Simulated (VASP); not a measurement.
# Pd (P6_3/mmc) in VASP: further runs

The runs below take Pd through single point, with RPBE.

Everything below comes from runs of VASP 6.6.1. Logs are shortened: lines on timing, memory, paths and dates and some standing lists are left out, and cuts for length are marked.

## Step 1: The cell of the first run

It takes space group P6_3/mmc (No. 194, hexagonal). Conventional cell: a = 2.764 Å, b = 2.764 Å, c = 4.609 Å, α = 90.00°, β = 90.00°, γ = 120.00°. Within 3.6 Å of Pd (site symmetry -6m2) lie 12 Pd at 2.76 to 2.80 Å.

This isn't the form of Pd at room conditions, which is fcc.

## Step 2: Single point, RPBE, collinear spin (15.25 Å³/atom)

Input file INCAR:

```
PREC = Accurate ; ENCUT = 520
EDIFF = 1E-6 ; ISMEAR = -1
SIGMA = 0.05 ; LREAL = F
LASPH = T ; NELM = 150
ALGO = Normal ; ISIF = 2
LWAVE = F ; LCHARG = F
ISPIN = 2 ; MAGMOM = 0.368 0.368
LORBIT = 11 ; LMAXMIX = 4
GGA = RP ; NBANDS = 21
```

Input file KPOINTS:

```
Automatic mesh
0
Gamma
  15 15 8
```

Input file POSCAR:

```
Pd
1.0
    2.7643916629      0.0000000000      0.0000000000
   -1.3821958314      2.3940334061      0.0000000000
    0.0000000000      0.0000000000      4.6091832995
Pd
2
Direct
    0.3333333333      0.6666666667      0.2500000000
    0.6666666667      0.3333333333      0.7500000000
```

Potentials or basis: VASP PAW PBE potentials, release 64 (Pd).

On the command line:

```
> cat potpaw_PBE.64/Pd/POTCAR > POTCAR
> mpirun -np 1 vasp_std > vasp.out
```

OUTCAR:

```text
PREC = Accurate
   ENCUT = 520
   EDIFF = 1E-6
   ISMEAR = -1
   LREAL = F
   LASPH = T
   NELM = 150
   ISIF = 2
   ISPIN = 2
   LORBIT = 11
   GGA = RP

 ion  position               nearest neighbor table
   1  0.333  0.667  0.250-   2 2.80   2 2.80   2 2.80   2 2.80   2 2.80   2 2.80
   2  0.667  0.333  0.750-   1 2.80   1 2.80   1 2.80   1 2.80   1 2.80   1 2.80

  LATTYP: Found a hexagonal cell.
 ALAT       =     2.7643916629
 C/A-ratio  =     1.6673409059

  Lattice vectors:

 A1 = (   2.7643916629,   0.0000000000,   0.0000000000)
 A2 = (  -1.3821958314,   2.3940334061,   0.0000000000)
 A3 = (   0.0000000000,   0.0000000000,   4.6091832995)

Analysis of symmetry for initial positions (statically):
=====================================================================
 Subroutine PRICEL returns:
 Original cell was already a primitive cell.

 Routine SETGRP: Setting up the symmetry group for a
 hexagonal supercell.

 Subroutine GETGRP returns: Found 24 space group operations
 (whereof 12 operations were pure point group operations)
 out of a pool of 24 trial point group operations.

The static configuration has the point symmetry D_3d.
 The point group associated with its full space group is D_6h.

Analysis of symmetry for dynamics (positions and initial velocities):
=====================================================================
 Subroutine PRICEL returns:
 Original cell was already a primitive cell.

 Routine SETGRP: Setting up the symmetry group for a
 hexagonal supercell.

 Subroutine GETGRP returns: Found 24 space group operations
 (whereof 12 operations were pure point group operations)
 out of a pool of 24 trial point group operations.

The dynamic configuration has the point symmetry D_3d.
 The point group associated with its full space group is D_6h.

Analysis of structural, dynamic, and magnetic symmetry:
=====================================================================
 Subroutine PRICEL returns:
 Original cell was already a primitive cell.

 Routine SETGRP: Setting up the symmetry group for a
 hexagonal supercell.

 Subroutine GETGRP returns: Found 24 space group operations
 (whereof 12 operations were pure point group operations)
 out of a pool of 24 trial point group operations.

The overall configuration has the point symmetry D_3d.
 The point group associated with its full space group is D_6h.

 Subroutine INISYM returns: Found 24 space group operations
 (whereof 12 operations are pure point group operations),
 and found     1 'primitive' translations

----------------------------------------------------------------------------------------

                                     Primitive cell

  volume of cell :      30.5038

  direct lattice vectors                    reciprocal lattice vectors
     2.764391663  0.000000000  0.000000000     0.361743241  0.208852558  0.000000000
    -1.382195831  2.394033406  0.000000000     0.000000000  0.417705115  0.000000000
     0.000000000  0.000000000  4.609183299     0.000000000  0.000000000  0.216958176

  length of vectors
     2.764391663  2.764391663  4.609183299     0.417705115  0.417705115  0.216958176

  position of ions in fractional coordinates (direct lattice)
     0.333333333  0.666666667  0.250000000
     0.666666667  0.333333333  0.750000000

  ion indices of the primitive-cell ions
   primitive index   ion index
                 1           1
                 2           2

----------------------------------------------------------------------------------------

 KPOINTS: Automatic mesh

Automatic generation of k-mesh.
 Grid dimensions read from file:
 generate k-points for:   15   15    8

 Generating k-lattice:

  Cartesian coordinates                     Fractional coordinates (reciprocal lattice)
     0.024116216  0.013923504  0.000000000     0.066666667 -0.000000000  0.000000000
     0.000000000  0.027847008  0.000000000     0.000000000  0.066666667  0.000000000
     0.000000000  0.000000000  0.027119772     0.000000000  0.000000000  0.125000000

  Length of vectors
     0.027847008  0.027847008  0.027119772

  Shift w.r.t. Gamma in fractional coordinates (k-lattice)
     0.000000000  0.000000000  0.000000000

 Subroutine IBZKPT returns following result:
 ===========================================

 Found    135 irreducible k-points:

 Following reciprocal coordinates:
            Coordinates               Weight
  0.000000  0.000000  0.000000      1.000000
  0.066667  0.000000  0.000000      6.000000
  0.133333  0.000000  0.000000      6.000000
  0.200000  0.000000  0.000000      6.000000
  0.266667  0.000000  0.000000      6.000000
  0.333333  0.000000  0.000000      6.000000
[... 16 lines left out ...]
  0.333333  0.200000  0.000000     12.000000
  0.400000  0.200000  0.000000      6.000000
 [... further k-points ...]
   k-points           NKPTS =    135   k-points in BZ     NKDIM =    135   number of bands    NBANDS=     21
   number of dos      NEDOS =    301   number of ions     NIONS =      2
   total plane-waves  NPLWV =  20736
   dimension x,y,z NGX =    24 NGY =   24 NGZ =   36
   dimension x,y,z NGXF=    48 NGYF=   48 NGZF=   72
   ions per type =               2
   NGX,Y,Z   is equivalent  to a cutoff of  14.43, 14.43, 12.98 a.u.
   NGXF,Y,Z  is equivalent  to a cutoff of  28.87, 28.87, 25.97 a.u.
 SYSTEM =  unknown system
   PREC   = accura    normal or accurate (medium, high low for compatibility)
   ISTART =      0    job   : 0-new  1-cont  2-samecut
   ICHARG =      2    charge: 1-file 2-atom 10-const
   ISPIN  =      2    spin polarized calculation?
   LNONCOLLINEAR =      F non collinear calculations
   LSORBIT =      F    spin-orbit coupling
   LASPH  =      T    aspherical Exc in radial PAW
   ENCUT  =  520.0 eV  38.22 Ry    6.18 a.u.   5.14  5.14  8.57*2*pi/ulx,y,z
   NELM   =    150;   NELMIN=  2; NELMDL= -5     # of ELM steps
   EDIFF  = 0.1E-05   stopping-criterion for ELM
   LREAL  =      F    real-space projection
[... 7 lines left out ...]
   TEBEG  =    0.0;   TEEND  =   0.0 temperature during run
   PSTRESS=    0.0 pullay stress
   NELECT =      20.0000    total number of electrons
   NUPDOWN=      -1.0000    fix difference up-down
   EMIN   =  10.00;   EMAX   =-10.00  energy-range for DOS
   EFERMI =   0.00;   METHOD = LEGACY
   ISMEAR =    -1;   SIGMA  =   0.05  broadening in eV -4-tet -1-fermi 0-gaus
   EFERMI_NEDOS =   21; number of points for ismear=-14 and -15
   IALGO  =     38    algorithm
   IMIX   =      4    mixing-type and parameters
     AMIX     =   0.40;   BMIX     =  1.00
     AMIX_MAG =   1.60;   BMIX_MAG =  1.00
  volume/ion in A,a.u.               =      15.25       102.92
  Fermi-wavevector in a.u.,A,eV,Ry     =   1.422220  2.687607 27.520653  2.022711
  Thomas-Fermi vector in A             =   2.542947
   LORBIT       =     11    0 simple, 1 ext, 2 COOP (PROOUT), +10 PAW based schemes
   GGA     = RP    functional components
   LHFCALC =     F    Hartree Fock is set to
   AEXX    =    0.0000 exact exchange contribution
   IVDW    =     0    specifies the selected vdW correction
   LEPSILON=     F    determine dielectric tensor
   LRPA    =     F    only Hartree local field effects (RPA)
 spin polarized calculation
  energy-cutoff  :      520.00
  volume of cell :       30.50
 maximum number of plane-waves:       840
 NGX is ok and might be reduce to    24
   NGX = 11   NGY = 11   NGZ = 17

 number of electron      20.0000002 magnetization       0.6827491

 Free energy of the ion-electron system (eV)
  ---------------------------------------------------
  ext. energy  EPLUGINS =         0.00000000
  ---------------------------------------------------
  free energy    TOTEN  =        -9.20179522 eV

  energy without entropy =       -9.16880310  energy(sigma->0) =       -9.18529916

 E-fermi :   9.3629     XC(G=0): -12.8660

 val. band max:        9.3562798453   @ k =   0.4667   0.0000   0.1250
 cond. band min:       9.3633100333   @ k =   0.2667   0.2000   0.3750
 fundamental gap:      0.0070301880
 Fermi energy:         9.3628557786

 spin component 1

 k-point     1 :       0.0000    0.0000    0.0000
  band No.  band energies     occupation
      1       2.4948      1.00000
      2       4.2184      1.00000
      3       6.4066      1.00000
      4       6.6229      1.00000
      5       6.6229      1.00000
      6       6.9519      1.00000
[... 13 lines left out ...]
     20      33.5771      0.00000
     21      33.9944      0.00000

 k-point     2 :       0.0667    0.0000    0.0000
  band No.  band energies     occupation
      1       2.6367      1.00000
      2       4.3184      1.00000
      3       6.3292      1.00000
      4       6.6863      1.00000
      5       6.7158      1.00000
      6       6.9073      1.00000
[... 520 lines left out ...]
 k-point    24 :       0.4000    0.2000    0.0000
  band No.  band energies     occupation
      1       4.8969      1.00000
      2       5.0114      1.00000
      3       5.3382      1.00000
      4       6.4540      1.00000
      5       6.6453      1.00000
      6       6.7249      1.00000
[... 13 lines left out ...]
     20      34.7943      0.00000
     21      35.5771      0.00000

 [... further k-points ...]

 spin component 2

 k-point     1 :       0.0000    0.0000    0.0000
  band No.  band energies     occupation
      1       2.4994      1.00000
      2       4.3923      1.00000
      3       6.6799      1.00000
      4       6.8801      1.00000
      5       6.8801      1.00000
      6       7.2171      1.00000
[... 13 lines left out ...]
     20      33.5743      0.00000
     21      34.0347      0.00000

 k-point     2 :       0.0667    0.0000    0.0000
  band No.  band energies     occupation
      1       2.6414      1.00000
      2       4.4943      1.00000
      3       6.5920      1.00000
      4       6.9520      1.00000
      5       6.9742      1.00000
      6       7.1705      1.00000
[... 520 lines left out ...]
 k-point    24 :       0.4000    0.2000    0.0000
  band No.  band energies     occupation
      1       5.0659      1.00000
      2       5.2156      1.00000
      3       5.5135      1.00000
      4       6.6570      1.00000
      5       6.8236      1.00000
      6       6.9196      1.00000
[... 13 lines left out ...]
     20      34.8385      0.00000
     21      35.9994      0.00000

 [... further k-points ...]
[... 5 lines left out ...]
  --------------------------------------------------------------------------------------
  -------------------------------------------------------------------------------------
  Total        1.2173268      1.2173268      1.1086721      0.0000000     -0.0000000      0.0000000
  in kB       63.9387319     63.9387319     58.2317633      0.0000000     -0.0000000      0.0000000
  external PRESSURE =      62.0364090 kB  Pullay stress =       0.0000000 kB

 VOLUME and BASIS-vectors are now :
 -----------------------------------------------------------------------------
  energy-cutoff  :      520.00
  volume of cell :       30.50
      direct lattice vectors                 reciprocal lattice vectors
     2.764391663  0.000000000  0.000000000     0.361743241  0.208852558  0.000000000
    -1.382195831  2.394033406  0.000000000     0.000000000  0.417705115  0.000000000
     0.000000000  0.000000000  4.609183299     0.000000000  0.000000000  0.216958176

 POSITION                                       TOTAL-FORCE (eV/Angst)
 -----------------------------------------------------------------------------------
     -0.00000      1.59602      1.15230         0.000000      0.000000      0.000000
      1.38220      0.79801      3.45689        -0.000000     -0.000000      0.000000
 -----------------------------------------------------------------------------------
    total drift:                               -0.000000      0.000000     -0.000000

  FREE ENERGIE OF THE ION-ELECTRON SYSTEM (eV)
  ---------------------------------------------------
  free  energy   TOTEN  =        -9.2017952178 eV

  energy  without entropy=       -9.1688030953  energy(sigma->0) =       -9.18529916

 total charge

# of ion       s       p       d       tot
------------------------------------------
    1        0.476   0.440   8.468   9.383
    2        0.476   0.440   8.468   9.383
--------------------------------------------------
tot          0.952   0.880  16.935  18.767

 magnetization (x)

# of ion       s       p       d       tot
------------------------------------------
    1       -0.003  -0.009   0.355   0.343
    2       -0.003  -0.009   0.355   0.343
--------------------------------------------------
tot         -0.005  -0.018   0.710   0.686
```

Run time: 46 s. Hardware: 1 thread of Intel Xeon 6975P-C (Granite Rapids), shared host; peak memory 0.25 GiB.

Results:

| Item | Value |
| --- | --- |
| Free energy | -9.2018 eV |
| Pressure | 6.2 GPa |
| Net moment | 0.68 μB per cell |
| Site moments | Pd +0.34 μB |
| Valence electrons inside the program's atomic spheres | Pd 9.38 |

Stress tensor (GPa, compression positive):
```
6.39 0.00 0.00
0.00 6.39 0.00
0.00 0.00 5.82
```

Caveat: the cell stands under pressure; the PAW data sets were made with another functional, which shifts forces and pressure a little.

## Step 3: Single point, RPBE, collinear spin (15.89 Å³/atom)

This run uses another cell than the first one, of 15.89 Å³/atom.

Input file INCAR:

```
  PREC = Accurate
  ENCUT = 520
  EDIFF = 1E-7
  ISMEAR = -1
  SIGMA = 0.05
  LREAL = False
  LASPH = True
  NELM = 150
  ALGO = Normal
  ISIF = 2
  LWAVE = False
  LCHARG = False
  ISPIN = 2
  MAGMOM = 0.368 0.368
  LORBIT = 11
  LMAXMIX = 4
  GGA = RP
  NBANDS = 21
```

Input file KPOINTS:

```
regular mesh
0
Gamma
  15 15 8
```

Input file POSCAR:

```
Pd
1.0
    2.8022647481      0.0000000000      0.0000000000
   -1.4011323741      2.4268324600      0.0000000000
    0.0000000000      0.0000000000      4.6723306437
Pd
2
Direct
    0.3333333333      0.6666666667      0.2500000000
    0.6666666667      0.3333333333      0.7500000000
```

Potentials or basis: VASP PAW PBE potentials, release 64 (Pd).

On the command line:

```
> cat potpaw_PBE.64/Pd/POTCAR > POTCAR
> mpirun -np 1 vasp_std > vasp.out
```

It took 55 s on 1 thread of Intel Xeon 6975P-C (Granite Rapids), shared host; peak memory 0.26 GiB.

It converged, with:

- Free energy: -9.2248 eV
- Pressure: -0.3 GPa
- Net moment: 0.73 μB per cell
- Site moments: Pd +0.37 μB
- Valence electrons inside the program's atomic spheres: Pd 9.31

Stress tensor (GPa, compression positive):
```
-0.16  0.00  0.00
 0.00 -0.16  0.00
 0.00  0.00 -0.62
```

Levels at points of the mesh, in eV from the Fermi level:
Spin up:
```csv
k point,band 8,band 9,band 10,band 11,band 12,band 13
"(0.00, 0.00, 0.00)",-1.64,-1.64,-0.39,-0.39,1.02,6.37
"(0.00, 0.00, 0.50)",-2.62,-0.80,-0.80,-0.80,-0.80,13.44
```
Spin down:
```csv
k point,band 7,band 8,band 9,band 10,band 11,band 12,band 13,band 14
"(0.00, 0.00, 0.00)",-2.00,-1.39,-1.39,-0.12,-0.12,1.00,6.55,17.00
"(0.00, 0.00, 0.50)",-2.35,-2.35,-0.53,-0.53,-0.53,-0.53,13.50,13.50
```

Caveat: the PAW data sets were made with another functional, which shifts forces and pressure a little.
